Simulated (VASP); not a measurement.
Set up this calculation in VASP 6.6.1, as the native input.

- Task: relaxation of cell and atoms
- Functional: LDA
- Potentials or basis: VASP PAW LDA potentials, release 64 (Se)
- Cutoff: 600 eV
- k mesh: 9 × 9 × 9
- Occupations: fermi-dirac, width 0.05 eV
- Spin: no spin polarisation
- Dipole correction: no
- Further INCAR settings: ALGO = Normal; EDIFF = 1e-06; IBRION = 2; EDIFFG = -0.01; NSW = 60; ISIF = 3

The structure of Se lies in POSCAR:

```
Se
1.0
    2.8105630200      0.0000000000      0.0000000000
    0.0000000000      2.8105630200      0.0000000000
    0.0000000000      0.0000000000      2.8105630200
Se
1
Direct
    0.0000000000      0.0000000000      0.0000000000
```

These files were run (other wordings do the same):

INCAR

```
ALGO = Normal
EDIFF = 1E-6
EDIFFG = -0.01
ENCUT = 600
IBRION = 2
ISIF = 3
ISMEAR = -1
LASPH = True
LCHARG = False
LREAL = False
LWAVE = False
NELM = 60
NSW = 60
PREC = Accurate
SIGMA = 0.05
```

KPOINTS

```
k-points
0
Gamma
  9 9 9
```

Potentials or basis: VASP PAW LDA potentials, release 64 (Se).

Command:

```bash
$ cat potpaw_LDA.64/Se/POTCAR > POTCAR
$ mpirun -np 1 vasp_std > vasp.out
```

Results of the run:

| Item | Value |
| --- | --- |
| Relaxed volume | 21.37 Å³/atom |
| Relaxed cell | a = 2.775 Å, b = 2.775 Å, c = 2.775 Å, α = 90.00°, β = 90.00°, γ = 90.00° |
| Space group after relaxing (to 0.05 Å) | Pm-3m (No. 221) |
| Energy gained by relaxing | 7.9 meV/atom |
| Ionic steps | 3 |
| Pressure after relaxing | 0.0 GPa |
| Band gap on the k mesh | zero (band 3 reaches 8.39 eV, above the bottom of band 4 at 2.04 eV) |

It took 4.5 s on 1 thread of Intel(R) Xeon(R) Platinum 8488C (Sapphire Rapids), on a shared host, peak memory 0.12 GiB.
